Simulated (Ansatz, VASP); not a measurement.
**Mg26CdO27 in VASP and in Ansatz**

```
Cd Mg O
1.0
     0.00000    6.32550    6.32550
     6.32550    0.00000    6.32550
     6.32550    6.32550    0.00000
Cd Mg O
1 26 27
Cartesian
  0.0000 0.0000 0.0000
  2.1085 2.1085 0.0000
  4.2170 4.2170 0.0000
  2.1085 0.0000 2.1085
  4.2170 2.1085 2.1085
  6.3255 4.2170 2.1085
  4.2170 0.0000 4.2170
  6.3255 2.1085 4.2170
  8.4340 4.2170 4.2170
  0.0000 2.1085 2.1085
  2.1085 4.2170 2.1085
  4.2170 6.3255 2.1085
  2.1085 2.1085 4.2170
  4.2170 4.2170 4.2170
  6.3255 6.3255 4.2170
  4.2170 2.1085 6.3255
  6.3255 4.2170 6.3255
  8.4340 6.3255 6.3255
  0.0000 4.2170 4.2170
  2.1085 6.3255 4.2170
  4.2170 8.4340 4.2170
  2.1085 4.2170 6.3255
  4.2170 6.3255 6.3255
  6.3255 8.4340 6.3255
  4.2170 4.2170 8.4340
  6.3255 6.3255 8.4340
  8.4340 8.4340 8.4340
  2.1085 2.1085 2.1085
  4.2170 4.2170 2.1085
  6.3255 6.3255 2.1085
  4.2170 2.1085 4.2170
  6.3255 4.2170 4.2170
  8.4340 6.3255 4.2170
  6.3255 2.1085 6.3255
  8.4340 4.2170 6.3255
  10.5425 6.3255 6.3255
  2.1085 4.2170 4.2170
  4.2170 6.3255 4.2170
  6.3255 8.4340 4.2170
  4.2170 4.2170 6.3255
  6.3255 6.3255 6.3255
  8.4340 8.4340 6.3255
  6.3255 4.2170 8.4340
  8.4340 6.3255 8.4340
  10.5425 8.4340 8.4340
  2.1085 6.3255 6.3255
  4.2170 8.4340 6.3255
  6.3255 10.5425 6.3255
  4.2170 6.3255 8.4340
  6.3255 8.4340 8.4340
  8.4340 10.5425 8.4340
  6.3255 6.3255 10.5425
  8.4340 8.4340 10.5425
  10.5425 10.5425 10.5425
```

Alike in both runs: task electric field gradients; functional LDA; k mesh 3 × 3 × 3; occupations fermi-dirac, width 0.01 eV; no spin polarisation.

```csv
,VASP,Ansatz
version,VASP 6.6.1,Ansatz 0.2.0
potentials or method,"VASP PAW LDA potentials, release 64 (Cd, Mg, O)","plane-wave PAW, scalar-relativistic"
plane-wave cutoff (eV),520,420
valence electrons in the cell,226,442
```

Ansatz gave:

```
gap on the k mesh at the Fermi level (eV)            : 3.65
pressure (GPa)                                       : -3.1
rms of the force components (eV/Å)                   : 0.453
size of Vzz on the site where it differs most (V/Å²) : 5.7
```

Q: What did VASP give for the same quantities?

A: gap on the k mesh at the Fermi level (eV): 3.65; pressure (GPa): -4.4; rms of the force components (eV/Å): 0.489; size of Vzz on the site where it differs most (V/Å²): 6.7.

LDA's correlation is that of Perdew and Zunger in VASP and of Perdew and Wang (1992) in Ansatz. Atom by atom the forces differ by 0.036 eV/Å (rms over components). VASP's potentials hold 226 valence electrons a cell and Ansatz's 442, so a difference there can come from the potentials and not from the codes.
